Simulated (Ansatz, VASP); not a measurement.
**MgS: VASP beside Ansatz**

The input POSCAR:

```
MgS
1.0
    0.0000000000      2.8097820000      2.7057160000
    2.8097820000      0.0000000000      2.7057160000
    2.8097820000      2.8097820000      0.0000000000
Mg S
1 1
Direct
    0.0000000000      0.0000000000      0.0000000000
    0.5000000000      0.5000000000      0.5000000000
```

INCAR.step1

```
SYSTEM = MgS
PREC = Accurate ; ENCUT = 520
ISMEAR = 0 ; SIGMA = 0.05
LREAL = .False. ; LASPH = .True.
NELM = 100 ; NBANDS = 11
GGA = PE ; ALGO = Normal
EDIFF = 1E-4 ; LWAVE = .True.
LCHARG = .False.
```

File INCAR.step2:

```
SYSTEM = MgS
PREC = Accurate ; ENCUT = 520
EDIFF = 1E-6 ; ISMEAR = 0
SIGMA = 0.05 ; LREAL = .False.
LASPH = .True. ; NELM = 100
ALGO = Normal ; ISIF = 2
LWAVE = .False. ; LCHARG = .False.
METAGGA = R2SCAN ; LMIXTAU = .True.
NBANDS = 11 ; ISTART = 1
```

Contents of KPOINTS:

```
Automatic mesh
0
Gamma
  8 8 8
  0 0 0
```

Input for Ansatz:

```yaml
crystal:
  lattice:
    - [0.0, 2.809782, 2.705716]
    - [2.809782, 0.0, 2.705716]
    - [2.809782, 2.809782, 0.0]
  atoms:
    - { symbol: Mg, position: [0.0, 0.0, 0.0] }
    - { symbol: S, position: [0.5, 0.5, 0.5] }
basis:
  ecutwfc: 500
kpoints:
  mp_grid: { grid: [8, 8, 8] }
hamiltonian:
  xc: r2scan
scf:
  occupations: { method: gaussian, width: 0.05 }
output:
  forces: true
  stress: true
  eigenvalues: true
```

Change from the starting cell: strain +0.080 along x and y, +0.040 along z, atoms carried along.

Alike in both runs: task single point; functional r2SCAN; k mesh 8 × 8 × 8; occupations gaussian, width 0.05 eV; no spin polarisation.

|  | VASP | Ansatz |
| --- | --- | --- |
| version | VASP 6.6.1 | Ansatz 0.2.0 |
| potentials or method | VASP PAW PBE potentials, release 64 (Mg, S), cutoff 520 eV | scalar-relativistic, plane waves, PAW |
| valence electrons in the cell | 8 | 16 |

|  | VASP | Ansatz | Ansatz less VASP |
| --- | --- | --- | --- |
| gap on the k mesh at the Fermi level (eV) | 2.85 | 2.89 | +0.038 |
| least direct gap on the mesh (eV) | 3.12 | 3.15 | +0.029 |
| pressure (GPa) | -10.6 | -10.3 | +0.33 |
| traceless stress, the component that is largest in VASP (GPa) | 0.58 | 0.63 | +0.045 |

VASP's potentials were made for PBE, not for r2SCAN. VASP's potentials hold 8 valence electrons a cell and Ansatz's 16, so a difference there can come from the potentials and not from the codes.
